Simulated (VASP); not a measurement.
A run of VASP 6.6.1 is set up as follows.

INCAR

```
SYSTEM = SiC
PREC = Accurate
ENCUT = 520
EDIFF = 1E-6
ISMEAR = -1
SIGMA = 0.05
LREAL = .False.
LASPH = .True.
NELM = 60
ALGO = Normal
ISIF = 2
LWAVE = .False.
LCHARG = .False.
GGA = CA
NBANDS = 16
```

File KPOINTS:

```
regular mesh
0
Gamma
  10 10 5
  0 0 0
```

Contents of POSCAR:

```
SiC
1.0
    3.0563603690      0.0000000000      0.0000000000
   -1.5281801845      2.6468857226      0.0000000000
    0.0000000000      0.0000000000      5.0158697248
Si C
2 2
Direct
    0.6666666667      0.3333333333      0.5045947903
    0.3333333333      0.6666666667      0.0045947903
    0.6666666667      0.3333333333      0.8804052097
    0.3333333333      0.6666666667      0.3804052097
```

Potentials or basis: VASP PAW LDA potentials, release 64 (Si, C).

The run is started by

```console
$ cat potpaw_LDA.64/Si/POTCAR potpaw_LDA.64/C/POTCAR > POTCAR
$ mpirun -np 1 vasp_std > vasp.out
```

Q: Estimate the pressure.

A: 0.4 GPa.

Q: What does it give for the band gap on the k mesh?

A: 2.28 eV, indirect (least direct gap 3.91 eV).

A k mesh can miss the band edges.
